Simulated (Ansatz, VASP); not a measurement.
# BaCaS2 in VASP and in Ansatz

```
Ca Ba S
1.0
     2.12086    1.22448    6.97085
    -2.12086    1.22448    6.97085
     0.00000   -2.44896    6.97085
Ca Ba S
1 1 2
Direct
  0.00000 0.00000 0.00000
  0.50000 0.50000 0.50000
  0.25881 0.25881 0.25881
  0.74119 0.74119 0.74119
```

Alike in both runs: task single point; functional PBE; k mesh 6 × 6 × 6; no spin polarisation.

|  | VASP | Ansatz |
| --- | --- | --- |
| version | VASP 6.6.1 | Ansatz 0.2.0 |
| potentials or method | VASP PAW PBE potentials, release 64 (Ca_sv, Ba_sv, S) | plane waves, PAW |
| plane-wave cutoff (eV) | 520 | 420 |
| occupations | gaussian, width 0.01 eV | fixed |
| valence electrons in the cell | 32 | 32 |

Ansatz gave:

- gap on the k mesh at the Fermi level (eV): 2.07
- pressure (GPa): 1.6
- traceless stress, the component that is largest in VASP (GPa): 0.06
- rms of the force components (eV/Å): 0.016

Which values does VASP return?

gap on the k mesh at the Fermi level (eV): 2.00; pressure (GPa): 2.1; traceless stress, the component that is largest in VASP (GPa): 0.06; rms of the force components (eV/Å): 0.045.

Atom by atom the forces differ by 0.029 eV/Å (rms over components).

Neither program's run includes spin-orbit coupling.
